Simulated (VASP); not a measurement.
# Ti12H (a cell with a defect) in VASP: single point with PBE+D3(BJ)

Aim: the single point of Ti12H (a cell with a defect) with PBE+D3(BJ).

Program: VASP 6.6.1. These are calculated values, not measurements. Logs are shortened: lines on timing, memory, paths and dates and some standing lists are left out, and cuts for length are marked.

**1. The cell of the first run**

The cell holds a defect, 13 atoms: a = 5.900 Å, b = 8.850 Å, c = 4.685 Å, α = 90.00°, β = 90.00°, γ = 120.00°.

**2. Single point, PBE+D3(BJ)**

Contents of INCAR:

```
  PREC = Accurate
  ENCUT = 520
  EDIFF = 1E-6
  ISMEAR = 0
  SIGMA = 0.15
  LREAL = F
  LASPH = T
  NELM = 100
  ALGO = Normal
  ISIF = 2
  LWAVE = F
  LCHARG = T
  GGA = PE
  IVDW = 12
  LELF = T
  LVHAR = T
  NBANDS = 84
```

Contents of KPOINTS:

```
regular mesh
0
Gamma
  3 2 4
```

Contents of POSCAR:

```
Ti12H
1.0
    5.9000000000      0.0000000000      0.0000000000
   -4.4250000000      7.6643250000      0.0000000000
    0.0000000000      0.0000000000      4.6846000000
Ti H
12 1
Direct
    0.0017361378      0.0026612911     -0.0005735815
    0.1657547870      0.2222181340      0.4979821116
   -0.0012600397      0.3325570093      0.0046356146
    0.1640558316      0.5523004309      0.5056677198
   -0.0085128496      0.6638221892      0.0055748623
    0.1614841665      0.8919958379      0.4993194723
    0.5022564793      0.0036877351     -0.0028913888
    0.6676598397      0.2234761704      0.4986257098
    0.5003841525      0.3334859887      0.0054469965
    0.6641827036      0.5529954693      0.5030747556
    0.5046856751      0.6640301657      0.0028510438
    0.6746616288      0.8921569740      0.4969149981
    0.3327378864      0.7779122101      0.7513305298
```

Potentials or basis: VASP PAW PBE potentials, release 64 (Ti_sv, H).

The run is started by

```bash
$ cat potpaw_PBE.64/Ti_sv/POTCAR potpaw_PBE.64/H/POTCAR > POTCAR
$ mpirun -np 1 vasp_std > vasp.out
```

OUTCAR:

```text
PREC = Accurate
   ENCUT = 520
   EDIFF = 1E-6
   ISMEAR = 0
   LREAL = F
   LASPH = T
   NELM = 100
   ISIF = 2
   GGA = PE
   IVDW = 12
 IVDW          = 12

 ion  position               nearest neighbor table
   1  0.002  0.003  0.999-  12 2.87   6 2.87   6 2.87   2 2.88  12 2.89   2 2.89
   2  0.166  0.222  0.498-   3 2.87   9 2.87   1 2.88   1 2.89  12 2.91   6 2.91   3 2.92
   3  0.999  0.333  0.005-   8 2.87   2 2.87   4 2.88   4 2.89   8 2.91   2 2.92   7 2.92
   4  0.164  0.552  0.506-   3 2.88   3 2.89  11 2.91   5 2.92   5 2.92   8 2.92
   5  0.991  0.664  0.006-  10 2.87  11 2.87  10 2.89   6 2.90   9 2.91   4 2.92   4 2.92
   6  0.161  0.892  0.499-  12 2.87   1 2.87   1 2.87   5 2.90   2 2.91   7 2.91
   7  0.502  0.004  0.997-   8 2.88   8 2.89   6 2.91  12 2.91  12 2.92   3 2.92
   8  0.668  0.223  0.499-   3 2.87   9 2.87   7 2.88   7 2.89   3 2.91   9 2.92   4 2.92
   9  0.500  0.333  0.005-   8 2.87   2 2.87  10 2.87  10 2.89   5 2.91  11 2.91   8 2.92
  10  0.664  0.553  0.503-   5 2.87  11 2.87   9 2.87  11 2.88   5 2.89   9 2.89
  11  0.505  0.664  0.003-   5 2.87  10 2.87  10 2.88  12 2.90   4 2.91   9 2.91
  12  0.675  0.892  0.497-   1 2.87   6 2.87   1 2.89  11 2.90   2 2.91   7 2.91   7 2.92
  13  0.333  0.778  0.751-

  LATTYP: Found a simple monoclinic cell.
 ALAT       =     5.9000000000
 B/A-ratio  =     0.7940000000
 C/A-ratio  =     1.3228756849
 COS(beta)  =    -0.1889822323

  Lattice vectors:

 A1 = (   5.9000000000,   0.0000000000,   0.0000000000)
 A2 = (   0.0000000000,   0.0000000000,   4.6846000000)
 A3 = (  -1.4750000000,  -7.6643250000,   0.0000000000)

Analysis of symmetry for initial positions (statically):
=====================================================================
 Subroutine PRICEL returns:
 Original cell was already a primitive cell.

 Routine SETGRP: Setting up the symmetry group for a
 simple monoclinic supercell.

 Subroutine GETGRP returns: Found  1 space group operations
 (whereof  1 operations were pure point group operations)
 out of a pool of  4 trial point group operations.

The static configuration has the point symmetry C_1 .

Analysis of symmetry for dynamics (positions and initial velocities):
=====================================================================
 Subroutine PRICEL returns:
 Original cell was already a primitive cell.

 Routine SETGRP: Setting up the symmetry group for a
 simple monoclinic supercell.
[... 147 lines left out ...]
   NUPDOWN=      -1.0000    fix difference up-down
   EMIN   =  10.00;   EMAX   =-10.00  energy-range for DOS
   EFERMI =   0.00;   METHOD = LEGACY
   ISMEAR =     0;   SIGMA  =   0.15  broadening in eV -4-tet -1-fermi 0-gaus
   EFERMI_NEDOS =   21; number of points for ismear=-14 and -15
   IALGO  =     38    algorithm
   IMIX   =      4    mixing-type and parameters
     AMIX     =   0.40;   BMIX     =  1.00
     AMIX_MAG =   1.60;   BMIX_MAG =  1.00
  volume/ion in A,a.u.               =      16.30       109.96
  Fermi-wavevector in a.u.,A,eV,Ry     =   1.442773  2.726446 28.321806  2.081594
  Thomas-Fermi vector in A             =   2.561256
   LORBIT       =      0    0 simple, 1 ext, 2 COOP (PROOUT), +10 PAW based schemes
   GGA     = PE    functional components
   LHFCALC =     F    Hartree Fock is set to
   AEXX    =    0.0000 exact exchange contribution
   IVDW    =    12    specifies the selected vdW correction
   LEPSILON=     F    determine dielectric tensor
   LRPA    =     F    only Hartree local field effects (RPA)
 non-spin polarized calculation
 Gauss-broadening in eV      SIGMA  =   0.15
  energy-cutoff  :      520.00
  volume of cell :      211.84
 maximum number of plane-waves:      5706
 NGX is ok and might be reduce to    48
   NGX = 21   NGY = 33   NGZ = 17

 number of electron     144.9999997 magnetization

 Free energy of the ion-electron system (eV)
  ---------------------------------------------------
  ext. energy  EPLUGINS =         0.00000000
  ---------------------------------------------------
  free energy    TOTEN  =       -97.86968683 eV

  energy without entropy =      -97.65023150  energy(sigma->0) =      -97.75995917

 E-fermi :   8.2758     XC(G=0): -11.4757

 val. band max:        8.2675706873   @ k =  -0.3333   0.5000   0.2500
 cond. band min:       8.2934066124   @ k =   0.0000   0.0000   0.5000
 fundamental gap:      0.0258359251
 Fermi energy:         8.2757884207

 k-point     1 :       0.0000    0.0000    0.0000
  band No.  band energies     occupation
      1     -48.6280      2.00000
      2     -48.5648      2.00000
      3     -48.5377      2.00000
      4     -48.5329      2.00000
      5     -48.5237      2.00000
      6     -48.5185      2.00000
[... 1207 lines left out ...]
     83       8.7485      0.00001
     84       8.7565      0.00001

------------------------ aborting loop because EDIFF is reached ----------------------------------------

 Edisp (eV)   -7.28494

 E8    (eV) :    -3.4268

  FORCE on cell =-STRESS in cart. coord.  units (eV):
  Direction    XX          YY          ZZ          XY          YZ          ZX
  --------------------------------------------------------------------------------------
  -------------------------------------------------------------------------------------
  Total      -8.84489    -8.98673    -8.61899    -0.05279    -0.09920    -0.00105
  in kB     -66.89672   -67.96948   -65.18813    -0.39925    -0.75031    -0.00792
  external pressure =      -66.68 kB  Pullay stress =        0.00 kB

 VOLUME and BASIS-vectors are now :
 -----------------------------------------------------------------------------
  energy-cutoff  :      520.00
  volume of cell :      211.84
      direct lattice vectors                 reciprocal lattice vectors
     5.900000000  0.000000000  0.000000000     0.169491525  0.097855976  0.000000000
    -4.425000000  7.664325000  0.000000000     0.000000000  0.130474634  0.000000000
     0.000000000  0.000000000  4.684600000     0.000000000  0.000000000  0.213465397

 POSITION                                       TOTAL-FORCE (eV/Angst)
 -----------------------------------------------------------------------------------
     -0.00153      0.02040      4.68191        -0.004481      0.022064      0.011750
     -0.00536      1.70315      2.33285        -0.009382      0.002850     -0.002599
      4.42100      2.54883      0.02172        -0.005894     -0.013945     -0.006073
     -1.47600      4.23301      2.36885        -0.003521     -0.017344     -0.018069
      2.91236      5.08775      0.02612         0.012748     -0.000431      0.002888
     -2.99433      6.83655      2.33911         0.011629     -0.004469     -0.000436
      2.94700      0.02826      4.67106         0.001190      0.015257      0.016418
      2.95031      1.71279      2.33586         0.007245      0.009397      0.004940
      1.47659      2.55595      0.02552         0.006092      0.002173     -0.005167
      1.47167      4.23834      2.35670         0.002454     -0.010221     -0.007678
      0.03931      5.08934      0.01336        -0.010738     -0.001253      0.007758
      0.03271      6.83778      2.32785        -0.010905     -0.005443     -0.003163
     -1.47911      5.96217      3.51968         0.003563      0.001364     -0.000570
 -----------------------------------------------------------------------------------
    total drift:                               -0.000456      0.000069      0.000408

  FREE ENERGIE OF THE ION-ELECTRON SYSTEM (eV)
  ---------------------------------------------------
  free  energy   TOTEN  =      -105.1546269736 eV

  energy  without entropy=     -104.9351716431  energy(sigma->0) =     -105.04489931
```

OSZICAR:

```text
N       E                     dE             d eps       ncg     rms          rms(c)
DAV:   1     0.216811999872E+04    0.21681E+04   -0.71554E+04  2352   0.215E+03
DAV:   2     0.209648492045E+03   -0.19585E+04   -0.19296E+04  2352   0.687E+02
DAV:   3    -0.568112227711E+02   -0.26646E+03   -0.25475E+03  3492   0.217E+02
[... 12 lines left out ...]
DAV:  16    -0.978697016790E+02   -0.23145E-04   -0.33260E-04  3552   0.129E-01    0.300E-02
DAV:  17    -0.978696934681E+02    0.82109E-05   -0.10028E-04  3072   0.866E-02    0.140E-02
DAV:  18    -0.978696885260E+02    0.49422E-05   -0.19770E-05  3096   0.331E-02    0.788E-03
DAV:  19    -0.978696872573E+02    0.12687E-05   -0.83817E-06  2504   0.252E-02    0.620E-03
DAV:  20    -0.978696868344E+02    0.42289E-06   -0.18772E-06  1752   0.144E-02
   1 F= -.10515463E+03 E0= -.10504490E+03  d E =-.219455E+00
```

Wall time 13 min (1 thread of Oxide Virtual Turin-like, shared host); peak memory 0.4 GiB.

What came out:

| Quantity | Value |
| --- | --- |
| Free energy | -105.1546 eV |
| Pressure | -6.7 GPa |
| Largest force | 0.025 eV/Å |
| Band gap on the k mesh | zero (an odd number of electrons rules out a gap without spin polarisation) |
| Dispersion energy per atom | -0.560 eV |

Forces on the atoms (eV/Å):
```
Ti  -0.004  0.022  0.012
Ti  -0.009  0.003 -0.003
Ti  -0.006 -0.014 -0.006
Ti  -0.004 -0.017 -0.018
Ti   0.013  0.000  0.003
Ti   0.012 -0.004  0.000
Ti   0.001  0.015  0.016
Ti   0.007  0.009  0.005
Ti   0.006  0.002 -0.005
Ti   0.002 -0.010 -0.008
Ti  -0.011 -0.001  0.008
Ti  -0.011 -0.005 -0.003
H    0.004  0.001 -0.001
```

Levels at points of the mesh, in eV from the Fermi level:
```tsv
k point	band 70	band 71	band 72	band 73	band 74	band 75
(0.00, 0.00, 0.00)	-0.61	0.09	0.29	0.40	0.48	0.49
(0.00, 0.50, 0.00)	-0.33	-0.14	-0.01	0.11	0.29	0.35
(0.00, 0.00, 0.50)	-0.62	-0.32	-0.03	0.02	0.08	0.09
(0.00, 0.50, 0.50)	-0.40	-0.33	-0.29	-0.14	-0.01	0.09
```

Caveat: the k points lie up to 0.41 Å⁻¹ apart, too coarse for converged energies and pressures of a metal.

The gap in the log of VASP goes by the Fermi energy; the results here count the filled bands.